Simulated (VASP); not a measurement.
# Al3GaN4 (P1) in VASP: single point with PBEsol

Aim: the single point of Al3GaN4 with PBEsol.

All numbers are computed with VASP 6.6.1; they aren't measurements. Logs are shortened: lines on timing, memory, paths and dates and some standing lists are left out, and cuts for length are marked.

## Step 1: The cell of the first run

The typed cell holds 8 atoms: a = 5.043 Å, b = 3.130 Å, c = 5.418 Å, α = 90.00°, β = 90.03°, γ = 90.00°.

## Step 2: Single point, PBEsol (atoms displaced along a vibrational mode)

The input, INCAR:

```
PREC     = Accurate       # precision mode
ENCUT    = 520            # plane-wave cutoff, eV
EDIFF    = 1E-7           # SCF threshold, eV
ISMEAR   = 0              # smearing method
SIGMA    = 0.05           # smearing width, eV
LREAL    = False          # projectors in reciprocal space
LASPH    = True           # aspherical terms in the spheres
NELM     = 80             # most SCF steps
ALGO     = Normal         # electronic algorithm
ISIF     = 2              # what is computed and relaxed
LWAVE    = False          # write WAVECAR
LCHARG   = True           # write CHGCAR
GGA      = PS             # functional
LELF     = True           # ELF
LVHAR    = True         
NBANDS   = 31             # bands
```

The input, KPOINTS:

```
Automatic mesh
0
Gamma
  6 8 4
```

The input, POSCAR:

```
Al3GaN4
1.0
    5.0434079713      0.0000000000      0.0001149907
    0.0000000000      3.1300738974      0.0000000000
   -0.0032362569      0.0000000000      5.4179919474
Al Ga N
3 1 4
Direct
    0.5002300423      0.4919251206      0.1673295664
    0.0009207036      0.4953305580      0.8348055932
    0.0010880650     -0.0159740638      0.3316926342
    0.4994217138      0.0145197537      0.6662009016
    0.1111724737     -0.0043432048      0.6663292503
    0.1224543238      0.4848245078      0.1671578647
    0.6251234799      0.5102617467      0.8401923551
    0.6231881979     -0.0076984699      0.3262928345
```

Potentials or basis: VASP PAW PBE potentials, release 64 (Al, Ga_d, N).

Launch:

```bash
$ cat potpaw_PBE.64/Al/POTCAR potpaw_PBE.64/Ga_d/POTCAR potpaw_PBE.64/N/POTCAR > POTCAR
$ mpirun -np 1 vasp_std > vasp.out
```

OUTCAR:

```text
PREC = Accurate
   ENCUT = 520
   EDIFF = 1E-7
   ISMEAR = 0
   LREAL = False
   LASPH = True
   NELM = 80
   ISIF = 2
   GGA = PS

 ion  position               nearest neighbor table
   1  0.500  0.492  0.167-   7 1.88   8 1.89   8 1.89   6 1.91   3 3.08   4 3.09   3 3.09   2 3.10
                             4 3.10   2 3.10   3 3.11   3 3.11
   2  0.001  0.495  0.835-   5 1.89   7 1.90   5 1.90   6 1.90   4 3.07   4 3.08   1 3.10   3 3.10
                             1 3.10   3 3.13   4 3.13   3 3.13   4 3.14   3 3.16
   3  0.001  0.984  0.332-   5 1.90   6 1.90   6 1.90   8 1.91   1 3.08   1 3.09   2 3.10   4 3.10
                             1 3.11   1 3.11   4 3.11   2 3.13   2 3.13   2 3.16
   4  0.499  0.015  0.666-   7 1.92   7 1.94   8 1.95   5 1.96   2 3.07   2 3.08   1 3.09   1 3.10
                             3 3.10   3 3.11   2 3.13   2 3.14
   5  0.111  0.996  0.666-   2 1.89   2 1.90   3 1.90   4 1.96
   6  0.122  0.485  0.167-   3 1.90   2 1.90   3 1.90   1 1.91
   7  0.625  0.510  0.840-   1 1.88   2 1.90   4 1.92   4 1.94
   8  0.623  0.992  0.326-   1 1.89   1 1.89   3 1.91   4 1.95

  LATTYP: Found a simple monoclinic cell.
 ALAT       =     5.0434079726
 B/A-ratio  =     0.6206267497
 C/A-ratio  =     1.0742721873
 COS(beta)  =    -0.0005745164

  Lattice vectors:

 A1 = (   5.0434079713,   0.0000000000,   0.0001149907)
 A2 = (   0.0000000000,   3.1300738974,   0.0000000000)
 A3 = (  -0.0032362569,   0.0000000000,   5.4179919474)

Analysis of symmetry for initial positions (statically):
=====================================================================
 Subroutine PRICEL returns:
 Original cell was already a primitive cell.

 Routine SETGRP: Setting up the symmetry group for a
 simple monoclinic supercell.

 Subroutine GETGRP returns: Found  1 space group operations
 (whereof  1 operations were pure point group operations)
 out of a pool of  4 trial point group operations.

The static configuration has the point symmetry C_1 .

Analysis of symmetry for dynamics (positions and initial velocities):
=====================================================================
 Subroutine PRICEL returns:
 Original cell was already a primitive cell.

 Routine SETGRP: Setting up the symmetry group for a
 simple monoclinic supercell.

 Subroutine GETGRP returns: Found  1 space group operations
 (whereof  1 operations were pure point group operations)
[... 118 lines left out ...]
   IBRION =     -1    ionic relax: 0-MD 1-quasi-New 2-CG
   NFREE  =      0    steps in history (QN), initial steepest desc. (CG)
   ISIF   =      2    stress and relaxation
   ISYM   =      2    0-nonsym 1-usesym 2-fastsym
   POTIM  = 0.5000    time-step for ionic-motion
   TEBEG  =    0.0;   TEEND  =   0.0 temperature during run
   PSTRESS=    0.0 pullay stress
   NELECT =      42.0000    total number of electrons
   NUPDOWN=      -1.0000    fix difference up-down
   EMIN   =  10.00;   EMAX   =-10.00  energy-range for DOS
   EFERMI =   0.00;   METHOD = LEGACY
   ISMEAR =     0;   SIGMA  =   0.05  broadening in eV -4-tet -1-fermi 0-gaus
   EFERMI_NEDOS =   21; number of points for ismear=-14 and -15
   IALGO  =     38    algorithm
   IMIX   =      4    mixing-type and parameters
     AMIX     =   0.40;   BMIX     =  1.00
     AMIX_MAG =   1.60;   BMIX_MAG =  1.00
  volume/ion in A,a.u.               =      10.69        72.15
  Fermi-wavevector in a.u.,A,eV,Ry     =   1.291573  2.440719 22.696701  1.668160
  Thomas-Fermi vector in A             =   2.423334
   LORBIT       =      0    0 simple, 1 ext, 2 COOP (PROOUT), +10 PAW based schemes
   GGA     = PS    functional components
   LHFCALC =     F    Hartree Fock is set to
   AEXX    =    0.0000 exact exchange contribution
   IVDW    =     0    specifies the selected vdW correction
   LEPSILON=     F    determine dielectric tensor
   LRPA    =     F    only Hartree local field effects (RPA)
 non-spin polarized calculation
 Gauss-broadening in eV      SIGMA  =   0.05
  energy-cutoff  :      520.00
  volume of cell :       85.53
 maximum number of plane-waves:      2328
 NGX is ok and might be reduce to    40
   NGX = 19   NGY = 11   NGZ = 21

 number of electron      42.0000009 magnetization

 Free energy of the ion-electron system (eV)
  ---------------------------------------------------
  ext. energy  EPLUGINS =         0.00000000
  ---------------------------------------------------
  free energy    TOTEN  =       -60.05095036 eV

  energy without entropy =      -60.05095036  energy(sigma->0) =      -60.05095036

 E-fermi :   6.0778     XC(G=0): -11.3213

 val. band max:        5.7874766900   @ k =   0.0000   0.0000   0.0000
 cond. band min:       9.2692808505   @ k =   0.0000   0.0000   0.0000
 fundamental gap:      3.4818041605
 Fermi energy:         6.0777824155

 k-point     1 :       0.0000    0.0000    0.0000
  band No.  band energies     occupation
      1      -9.5584      2.00000
      2      -8.1745      2.00000
      3      -8.1271      2.00000
      4      -7.2084      2.00000
      5      -7.0234      2.00000
      6      -6.9374      2.00000
[... 805 lines left out ...]
     30      16.0846      0.00000
     31      16.6941      0.00000

 [... further k-points ...]

------------------------ aborting loop because EDIFF is reached ----------------------------------------

  FORCE on cell =-STRESS in cart. coord.  units (eV):
  Direction    XX          YY          ZZ          XY          YZ          ZX
  --------------------------------------------------------------------------------------
  -------------------------------------------------------------------------------------
  Total       -0.0356531     -0.0699782     -0.0376542      0.0839283      0.0677131      0.0036651
  in kB       -0.6678689     -1.3108596     -0.7053543      1.5721788      1.2684293      0.0686557
  external PRESSURE =      -0.8946943 kB  Pullay stress =       0.0000000 kB

 VOLUME and BASIS-vectors are now :
 -----------------------------------------------------------------------------
  energy-cutoff  :      520.00
  volume of cell :       85.53
      direct lattice vectors                 reciprocal lattice vectors
     5.043407971  0.000000000  0.000114991     0.198278623  0.000000000  0.000118435
     0.000000000  3.130073897  0.000000000     0.000000000  0.319481275  0.000000000
    -0.003236257  0.000000000  5.417991947    -0.000004208  0.000000000  0.184570224

 POSITION                                       TOTAL-FORCE (eV/Angst)
 -----------------------------------------------------------------------------------
      2.52232      1.53976      0.90665         0.004604      0.074066     -0.004127
      0.00194      1.55042      4.52297        -0.001732      0.042595      0.007442
      0.00441      3.08007      1.79711        -0.000593      0.146043      0.003794
      2.51663      0.04545      3.60953        -0.003683     -0.340882     -0.014022
      0.55853      3.11648      3.61018         0.014627      0.020748     -0.004753
      0.61705      1.51754      0.90567        -0.001068      0.072309     -0.005999
      3.15003      1.59716      4.55223        -0.005414     -0.052095      0.000546
      3.14194      3.10598      1.76792        -0.006741      0.037217      0.017119
 -----------------------------------------------------------------------------------
    total drift:                               -0.000393     -0.000708     -0.001356

  FREE ENERGIE OF THE ION-ELECTRON SYSTEM (eV)
  ---------------------------------------------------
  free  energy   TOTEN  =       -60.0509503629 eV

  energy  without entropy=      -60.0509503629  energy(sigma->0) =      -60.05095036
```

OSZICAR:

```text
N       E                     dE             d eps       ncg     rms          rms(c)
DAV:   1     0.334055399367E+03    0.33406E+03   -0.19125E+04  6722   0.170E+03
DAV:   2    -0.206870251507E+02   -0.35474E+03   -0.32872E+03  7296   0.472E+02
DAV:   3    -0.667701443928E+02   -0.46083E+02   -0.45418E+02  7056   0.130E+02
DAV:   4    -0.686472250385E+02   -0.18771E+01   -0.18697E+01  8378   0.298E+01
DAV:   5    -0.686878922986E+02   -0.40667E-01   -0.40651E-01  7332   0.408E+00    0.161E+01
DAV:   6    -0.600475067196E+02    0.86404E+01   -0.26074E+01  9805   0.509E+01    0.553E+00
DAV:   7    -0.601344891191E+02   -0.86982E-01   -0.27151E+00  7490   0.989E+00    0.398E+00
DAV:   8    -0.600770254021E+02    0.57464E-01   -0.38841E-01  8713   0.596E+00    0.924E-01
DAV:   9    -0.600504327461E+02    0.26593E-01   -0.94991E-02  9826   0.423E+00    0.428E-01
DAV:  10    -0.600507544518E+02   -0.32171E-03   -0.11869E-02  7399   0.633E-01    0.195E-01
DAV:  11    -0.600509452409E+02   -0.19079E-03   -0.64603E-04  9920   0.221E-01    0.321E-02
DAV:  12    -0.600509487924E+02   -0.35515E-05   -0.85704E-05  8275   0.861E-02    0.164E-02
DAV:  13    -0.600509505196E+02   -0.17272E-05   -0.74587E-06  7881   0.204E-02    0.768E-03
DAV:  14    -0.600509503529E+02    0.16666E-06   -0.19202E-06  9335   0.176E-02    0.251E-03
DAV:  15    -0.600509503629E+02   -0.99781E-08   -0.51243E-07  8722   0.596E-03
   1 F= -.60050950E+02 E0= -.60050950E+02  d E =-.337075E-18
```

Wall time 2 min (1 thread of Intel Xeon 6975P-C (Granite Rapids), shared host); peak memory 0.34 GiB.

What came out:

* Free energy: -60.0510 eV
* Pressure: -0.1 GPa
* Largest force: 0.341 eV/Å
* Band gap on the k mesh: 3.48 eV

Forces on the atoms (eV/Å):
```
Al   0.005  0.074 -0.004
Al  -0.002  0.043  0.007
Al  -0.001  0.146  0.004
Ga  -0.004 -0.341 -0.014
N    0.015  0.021 -0.005
N   -0.001  0.072 -0.006
N   -0.005 -0.052  0.001
N   -0.007  0.037  0.017
```

Levels at points of the mesh, in eV from the valence-band top:
| k point | band 18 | band 19 | band 20 | band 21 | band 22 | band 23 | band 24 | band 25 |
| --- | --- | --- | --- | --- | --- | --- | --- | --- |
| (0.00, 0.00, 0.00) | -0.75 | -0.10 | -0.02 | 0.00 | 3.48 | 5.42 | 5.85 | 5.96 |
| (0.50, 0.00, 0.00) | -0.67 | -0.65 | -0.33 | -0.28 | 4.79 | 5.17 | 5.63 | 6.04 |
| (0.00, 0.50, 0.00) | -1.91 | -1.83 | -1.57 | -1.50 | 5.60 | 5.61 | 7.52 | 7.72 |
| (0.50, 0.50, 0.00) | -1.21 | -1.19 | -1.13 | -0.90 | 6.06 | 6.40 | 6.49 | 6.51 |
| (0.00, 0.00, 0.50) | -0.58 | -0.55 | -0.41 | -0.22 | 5.48 | 5.74 | 6.92 | 7.33 |
| (0.50, 0.00, 0.50) | -1.21 | -1.16 | -1.13 | -0.76 | 5.84 | 6.10 | 6.26 | 6.39 |
| (0.00, 0.50, 0.50) | -1.97 | -1.85 | -0.79 | -0.64 | 5.14 | 5.54 | 5.74 | 5.88 |
| (0.50, 0.50, 0.50) | -1.53 | -1.45 | -1.41 | -1.19 | 4.64 | 5.06 | 5.09 | 5.16 |

Caveat: the cell differs from its parent crystal (atoms displaced along a vibrational mode); the PAW data sets were made with another functional, which shifts forces and pressure a little. A k mesh can miss the band edges.
